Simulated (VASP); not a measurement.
Runs of VASP 6.6.1 on CuI. The structure is that of space group F-43m (No. 216), or close to it. The cells are those of the table. 

```tsv
task	spin	cell	cutoff (eV)	gap on the mesh (eV)	pressure (GPa)	moment (μB)
relaxation of cell and atoms	off	relaxed to 4 GPa from a = 4.200 Å, angles 60.0, 60.0, 90.0°, 2 atoms	600	(a)	4.0	-
single point	non-collinear, zero start, SOC	a = 4.264 Å, angles 60.0, 60.0, 90.0°, 2 atoms	520	-	-1.8	0.00
single point	off	a = 4.008 Å, angles 60.0, 60.0, 90.0°, 2 atoms	520	1.64	(c)	-
relaxation of cell and atoms	off	relaxed to -2 GPa from a = 4.200 Å, angles 60.0, 60.0, 90.0°, 2 atoms	600	1.06	-2.0	-
relaxation of cell and atoms	off	relaxed to 2 GPa from a = 4.200 Å, angles 60.0, 60.0, 90.0°, 2 atoms	600	1.29	2.0	-
single point	off	a = 4.149 Å, angles 60.0, 60.0, 90.0°, 2 atoms	520	1.30	2.4	-
single point	off	a = 4.053 Å, angles 60.0, 60.0, 90.0°, 2 atoms	520	1.53	(b)	-
single point	non-collinear, zero start, SOC	a = 4.200 Å, angles 60.0, 60.0, 90.0°, 2 atoms	520	-	0.3	0.00
```

Alike in all rows: level PBEsol; potentials or basis VASP PAW PBE potentials, release 64 (Cu, I); k mesh 6 × 6 × 6; smearing gaussian 0.01 eV.

Fill in the values left out.

(a) 1.39; (b) 7.4; (c) 10.5.

Caveats: the PAW data sets were made with another functional, which shifts forces and pressure a little; spin-orbit coupling is left out, which moves the levels of the heavy elements (at least some runs); the cell is relaxed towards a set pressure, so the run minimises the enthalpy, not the energy (at least some runs); the cell stands under pressure (at least some runs).

A k mesh can miss the band edges, and rows without SOC leave out spin-orbit coupling on I.
